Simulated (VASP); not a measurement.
A run of VASP 6.6.1 is set up as follows.

File INCAR:

```
SYSTEM = Al
PREC = Accurate
ENCUT = 520
EDIFF = 1E-6
ISMEAR = 1
SIGMA = 0.1
LREAL = .FALSE.
LASPH = .TRUE.
NELM = 80
ALGO = Normal
ISIF = 2
LWAVE = .FALSE.
LCHARG = .FALSE.
GGA = CA
NBANDS = 10
```

Contents of KPOINTS:

```
regular mesh
0
G
  6 6 6
  0 0 0
```

Contents of POSCAR:

```
Al
1.0
    0.0000000000      2.7129304654      2.7129304654
    2.7129304654      0.0000000000      2.7129304654
    2.7129304654      2.7129304654      0.0000000000
Al
2
Direct
    0.0000000000      0.0000000000      0.0000000000
    0.2500000000      0.2500000000      0.2500000000
```

Potentials or basis: VASP PAW LDA potentials, release 64 (Al).

Run with:

```console
$ cat potpaw_LDA.64/Al/POTCAR > POTCAR
$ mpirun -np 1 vasp_std > vasp.out
```

**Question.** Predict the band gap on the k mesh.

**Answer.** Zero (band 3 reaches 7.77 eV, above the bottom of band 4 at 3.25 eV).

**Question.** Estimate the pressure.

**Answer.** 20.1 GPa.
